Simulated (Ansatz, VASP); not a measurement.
**AlN: VASP beside Ansatz**

```
CELL_PARAMETERS angstrom
1.43388 -2.81735 0.00000
-1.43388 0.00000 -4.84455
4.30164 2.81735 0.00000
ATOMIC_POSITIONS crystal
Al 0.96687 0.86749 0.46687
Al 0.46687 0.86749 0.96687
Al 0.34187 0.36749 0.34187
Al 0.84187 0.36749 0.84187
N 0.15813 0.63251 0.15813
N 0.65813 0.63251 0.65813
N 0.78313 0.13251 0.28313
N 0.28313 0.13251 0.78313
```

Alike in both runs: task single point; functional PBE; k mesh 4 × 4 × 4; occupations gaussian, width 0.1 eV; no spin polarisation.

|  | VASP | Ansatz |
| --- | --- | --- |
| version | VASP 6.6.1 | Ansatz 0.2.0 |
| potentials or method | VASP PAW PBE potentials, release 64 (Al, N), cutoff 520 eV | scalar-relativistic, plane waves, PAW |
| valence electrons in the cell | 32 | 32 |

|  | VASP | Ansatz | Ansatz less VASP |
| --- | --- | --- | --- |
| gap on the k mesh at the Fermi level (eV) | 3.17 | 3.16 | -0.008 |
| least direct gap on the mesh (eV) | 3.17 | 3.16 | -0.008 |
| pressure (GPa) | -0.2 | 0.0 | +0.26 |
| traceless stress, the component that is largest in VASP (GPa) | 0.33 | 0.32 | -0.010 |
| rms of the force components (eV/Å) | 0.003 | 0.002 | -0.0009 |

Atom by atom the forces differ by 0.001 eV/Å (rms over components).

The k mesh is coarse, so the values compare programs but aren't converged.
